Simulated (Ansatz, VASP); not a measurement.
PbS in VASP and in Ansatz

Contents of INCAR:

```
SYSTEM = PbS
  ALGO = Normal
  EDIFF = 1E-6
  ENCUT = 520
  GGA = PE
  ISIF = 2
  ISMEAR = 0
  IVDW = 12
  LASPH = .TRUE.
  LCHARG = .FALSE.
  LREAL = .FALSE.
  LWAVE = .FALSE.
  NBANDS = 50
  NELM = 100
  PREC = Accurate
  SIGMA = 0.03
```

The input KPOINTS:

```
k-points
0
G
  8 8 3
  0 0 0
```

The input POSCAR:

```
PbS
1.0
   -2.9671314639     -2.9671314639      0.0000000000
    2.9671314639     -2.9671314639      0.0000000000
    0.0000000000      0.0000000000     16.3685258554
Pb S
4 4
Direct
    0.5000000000      0.5000000000      0.0906352683
    0.0000000000      0.0000000000      0.2719058048
    0.5000000000      0.5000000000      0.4531763413
    0.0000000000      0.0000000000      0.6344468778
    0.0000000000      0.0000000000      0.0906352683
    0.5000000000      0.5000000000      0.2719058048
    0.0000000000      0.0000000000      0.4531763413
    0.5000000000      0.5000000000      0.6344468778
```

Input for Ansatz:

```yaml
crystal:
  lattice:
    - [-2.9671314639, -2.9671314639, 0.0]
    - [2.9671314639, -2.9671314639, 0.0]
    - [0.0, 0.0, 16.3685258554]
  atoms:
    - { symbol: Pb, position: [0.5, 0.5, 0.0906352683] }
    - { symbol: Pb, position: [0.0, 0.0, 0.2719058048] }
    - { symbol: Pb, position: [0.5, 0.5, 0.4531763413] }
    - { symbol: Pb, position: [0.0, 0.0, 0.6344468778] }
    - { symbol: S, position: [0.0, 0.0, 0.0906352683] }
    - { symbol: S, position: [0.5, 0.5, 0.2719058048] }
    - { symbol: S, position: [0.0, 0.0, 0.4531763413] }
    - { symbol: S, position: [0.5, 0.5, 0.6344468778] }
basis:
  ecutwfc: 420
kpoints:
  mp_grid: { grid: [8, 8, 3] }
hamiltonian:
  xc: pbe
  dispersion: d3bj
scf:
  occupations: { method: gaussian, width: 0.03 }
output:
  forces: true
  stress: true
  eigenvalues: true
```

Alike in both runs: task single point; functional PBE; dispersion D3(BJ); k mesh 8 × 8 × 3; occupations gaussian, width 0.03 eV; no spin polarisation.

|  | VASP | Ansatz |
| --- | --- | --- |
| version | VASP 6.6.1 | Ansatz 0.2.0 |
| potentials or method | VASP PAW PBE potentials, release 64 (Pb_d, S), cutoff 520 eV | scalar-relativistic, plane waves, PAW |
| valence electrons in the cell | 80 | 80 |

```tsv
	VASP	Ansatz	Ansatz less VASP
gap on the k mesh at the Fermi level (eV)	1.06	1.06	-0.003
least direct gap on the mesh (eV)	1.06	1.06	-0.003
rms of the force components (eV/Å)	0.203	0.203	-0.0006
```

Atom by atom the forces differ by 0.001 eV/Å (rms over components).

Spin-orbit coupling is off throughout.
